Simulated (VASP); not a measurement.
**TiCl2F: single point with PBE**

The system is TiCl2F.

```
CELL_PARAMETERS angstrom
4.50348 0.00000 0.00000
-2.25174 3.90013 0.00000
0.00000 0.00000 3.96790
ATOMIC_POSITIONS crystal
Ti 0.00000 0.00000 0.50000
Cl 0.33333 0.66667 0.33089
Cl 0.66667 0.33333 0.66911
F 0.00000 0.00000 0.00000
```

The cell was built from a structure type or drawn by symmetry, and may not be a known phase.

```json
{"Program": "VASP 6.6.1", "Task": "single point", "Functional": "PBE", "Potentials or basis": "VASP PAW PBE potentials, release 64 (Ti_sv, Cl, F)", "Cutoff": "520 eV", "k mesh": "12 × 12 × 12", "Occupations": "gaussian, width 0.1 eV", "Spin": "collinear spin", "Starting moments": "[0.8, 0.0, 0.0, 0.0] μB", "Dipole correction": "no", "Further INCAR settings": "ALGO = Fast; EDIFF = 1e-06; NBANDS = 28"}
```

| Property | Result |
| --- | --- |
| Pressure | 0.0 GPa |
| Band gap on the k mesh | zero (filled and empty bands overlap) |
| Net moment | 1.00 μB per cell |
| Site moments | Ti +0.93; Cl -0.03; F -0.02 μB |
| Valence electrons inside the program's atomic spheres | Ti 9.95; Cl 5.13; F 6.11 |

Stress tensor (GPa, compression positive):
```
-0.13  0.00  0.00
 0.00 -0.13  0.00
 0.00  0.00  0.40
```

Levels at points of the mesh, in eV from the Fermi level:
Spin up:
```csv
k point,band 14,band 15,band 16,band 17,band 18,band 19,band 20,band 21
"(0.00, 0.00, 0.00)",-2.53,-2.53,-2.39,-0.46,-0.46,1.32,1.47,1.47
"(0.50, 0.00, 0.00)",-3.22,-2.84,-2.04,-0.45,-0.26,0.36,1.40,1.44
"(0.00, 0.00, 0.50)",-3.59,-3.08,-3.08,0.41,0.41,1.62,1.62,2.47
"(0.50, 0.00, 0.50)",-3.00,-2.88,-1.95,0.12,0.32,0.77,1.43,2.77
```
Spin down:
```
           k point  band 13  band 14  band 15  band 16  band 17  band 18  band 19  band 20
(0.00, 0.00, 0.00)    -3.64    -2.54    -2.54    -2.40     0.86     0.86     1.80     2.03
(0.50, 0.00, 0.00)    -3.74    -3.13    -2.75    -2.06     0.80     0.94     0.99     1.88
(0.00, 0.00, 0.50)    -4.00    -3.56    -3.08    -3.08     1.70     1.70     2.10     2.10
(0.50, 0.00, 0.50)    -4.76    -2.94    -2.81    -1.98     1.06     1.19     1.83     2.13
```

It took 18 min on 1 thread of Oxide Virtual Turin-like Processor, on a shared host, peak memory 0.6 GiB.

Caveat: semilocal functionals often make such compounds metallic where correlation or magnetic order opens a gap, which also shifts bond lengths.
